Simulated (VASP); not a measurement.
A run of VASP 6.6.1 is set up as follows.

INCAR

```
ALGO     = Normal         # electronic algorithm
EDIFF    = 1E-6           # SCF threshold, eV
ENCUT    = 520            # plane-wave cutoff, eV
GGA      = PE             # functional
ISIF     = 2              # what is computed and relaxed
ISMEAR   = 1              # smearing method
LASPH    = T              # aspherical terms in the spheres
LCHARG   = T              # write CHGCAR
LELF     = T              # ELF
LREAL    = F              # projectors in reciprocal space
LVHAR    = T            
LWAVE    = F              # write WAVECAR
NBANDS   = 13             # bands
NELM     = 100            # most SCF steps
PREC     = Accurate       # precision mode
SIGMA    = 0.1            # smearing width, eV
```

File KPOINTS:

```
k-points
0
Gamma
  13 13 13
```

The input POSCAR:

```
Mo
1.0
   -1.6143010825      1.6143010825      1.6143010825
    1.6143010825     -1.6143010825      1.6143010825
    1.6143010825      1.6143010825     -1.6143010825
Mo
1
Direct
    0.0000000000      0.0000000000      0.0000000000
```

Potentials or basis: VASP PAW PBE potentials, release 64 (Mo_sv).

Launch:

```bash
$ cat potpaw_PBE.64/Mo_sv/POTCAR > POTCAR
$ mpirun -np 1 vasp_std > vasp.out
```

(1) Predict the pressure.

(2) Predict the band gap on the k mesh.

Results:

(1) -14.0 GPa.

(2) zero (band 7 reaches 14.67 eV, above the bottom of band 8 at 10.20 eV).
